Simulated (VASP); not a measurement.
Write the native input for VASP 6.6.1 that does the following.

```
Task                   : single point
Functional             : r2SCAN
Potentials or basis    : VASP PAW PBE potentials, release 64 (Sr_sv, Ti_sv, O)
Cutoff                 : 520 eV
k mesh                 : 2 × 2 × 2
Occupations            : fermi-dirac, width 0.36 eV
Spin                   : no spin polarisation
Dipole correction      : no
Further INCAR settings : LREAL = Auto; ALGO = Normal; EDIFF = 1e-07; NBANDS = 96
```

SrTiO3:

```
Sr Ti O
1.0
     5.95405    0.00000    0.00000
     0.00000    5.95405    0.00000
     0.00000    0.00000    8.45859
Sr Ti O
4 4 12
Cartesian
  -0.2072 3.2828 2.2956
  2.7433 0.1611 2.5220
  3.2174 0.2029 6.6898
  0.3126 2.6419 6.2051
  -0.3221 -0.1431 0.0357
  -0.2426 -0.0726 4.4321
  2.5355 3.1299 3.6333
  2.9967 2.7690 -0.1965
  4.1726 1.1845 4.3149
  1.6658 1.4348 -0.3834
  1.3263 1.9784 4.1067
  4.5775 1.7771 -0.2893
  0.1932 -0.2836 6.0319
  -0.2423 0.2545 1.6115
  1.3235 4.6395 -0.1034
  4.0301 4.3743 3.5138
  4.3653 4.3710 -0.0481
  1.3162 4.6330 4.0721
  3.0187 2.7798 1.8005
  2.5670 3.1265 6.3684
```

The input as run:

POSCAR

```
SrTiO3
1.0
    5.9540520000      0.0000000000      0.0000000000
    0.0000000000      5.9540520000      0.0000000000
    0.0000000000      0.0000000000      8.4585870000
Sr Ti O
4 4 12
Direct
   -0.0347998304      0.5513556146      0.2713928461
    0.4607450523      0.0270572041      0.2981585459
    0.5403714983      0.0340776332      0.7908885964
    0.0525020608      0.4437146333      0.7335858814
   -0.0540976129     -0.0240340528      0.0042205631
   -0.0407453613     -0.0121933769      0.5239764041
    0.4258444501      0.5256756239      0.4295398274
    0.5033043044      0.4650614405     -0.0232308304
    0.7008000602      0.1989401503      0.5101206620
    0.2797758568      0.2409787486     -0.0453267195
    0.2227558644      0.3322779176      0.4855066219
    0.7688041690      0.2984690090     -0.0342019299
    0.0324484905     -0.0476314281      0.7131096482
   -0.0406949755      0.0427440002      0.1905164539
    0.2222855964      0.7792172457     -0.0122242639
    0.6768667791      0.7346761500      0.4154121723
    0.7331645743      0.7341219056     -0.0056865290
    0.2210595406      0.7781255521      0.4814161041
    0.5069992671      0.4668753313      0.2128606114
    0.4311349649      0.5251045842      0.7528917064
```

INCAR.step1

```
PREC = Accurate ; ENCUT = 520
ISMEAR = -1 ; SIGMA = 0.36
LREAL = Auto ; LASPH = True
NELM = 80 ; NBANDS = 96
GGA = PE ; ALGO = Normal
EDIFF = 1E-4 ; LWAVE = True
LCHARG = False
```

INCAR.step2

```
PREC = Accurate ; ENCUT = 520
EDIFF = 1E-7 ; ISMEAR = -1
SIGMA = 0.36 ; LREAL = Auto
LASPH = True ; NELM = 80
ALGO = Normal ; ISIF = 2
LWAVE = False ; LCHARG = True
METAGGA = R2SCAN ; LMIXTAU = True
LELF = True ; LVHAR = True
NBANDS = 96 ; ISTART = 1
```

KPOINTS

```
Automatic mesh
0
Gamma
  2 2 2
```

Potentials or basis: VASP PAW PBE potentials, release 64 (Sr_sv, Ti_sv, O).

Command:

```sh
$ cat potpaw_PBE.64/Sr_sv/POTCAR potpaw_PBE.64/Ti_sv/POTCAR potpaw_PBE.64/O/POTCAR > POTCAR
$ cp INCAR.step1 INCAR
$ mpirun -np 1 vasp_std > vasp.out
$ cp INCAR.step2 INCAR
$ mpirun -np 1 vasp_std > vasp.out
```

It gave:

```
Pressure               : -7.0 GPa
Largest force          : 5.483 eV/Å
Band gap on the k mesh : 1.54 eV
```

Caveat: the k points lie up to 0.53 Å⁻¹ apart; the atoms stand as in a frame of molecular dynamics; so wide a smearing shifts energies and pressures; the PAW data sets were made with another functional, which shifts forces and pressure a little.

It took 16 min on 1 thread of Intel(R) Xeon(R) Platinum 8488C (Sapphire Rapids) (shared host), peak memory 0.5 GiB.
